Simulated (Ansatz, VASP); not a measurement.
**GaSb in VASP and in Ansatz**

```
CELL_PARAMETERS angstrom
0.00000 3.10703 3.10703
3.10703 0.00000 3.10703
3.10703 3.10703 0.00000
ATOMIC_POSITIONS crystal
Ga 0.00000 0.00000 0.00000
Sb 0.75000 0.75000 0.75000
```

Alike in both runs: task single point; functional r2SCAN; k mesh 12 × 12 × 12; occupations gaussian, width 0.1 eV; no spin polarisation.

|  | VASP | Ansatz |
| --- | --- | --- |
| version | VASP 6.6.1 | Ansatz 0.2.0 |
| potentials or method | VASP PAW PBE potentials, release 64 (Ga_d, Sb), cutoff 520 eV | scalar-relativistic, plane waves, PAW |
| valence electrons in the cell | 18 | 28 |

Ansatz gave:

```
gap on the k mesh at the Fermi level (eV) : 0.12
least direct gap on the mesh (eV)         : 0.12
pressure (GPa)                            : -1.9
```

Task: Estimate VASP's values.

Result: gap on the k mesh at the Fermi level (eV): 0.10; least direct gap on the mesh (eV): 0.10; pressure (GPa): -1.9.

VASP's potentials were made for PBE, not for r2SCAN. VASP's potentials hold 18 valence electrons a cell and Ansatz's 28, so a difference there can come from the potentials and not from the codes.

Spin-orbit coupling is off throughout.
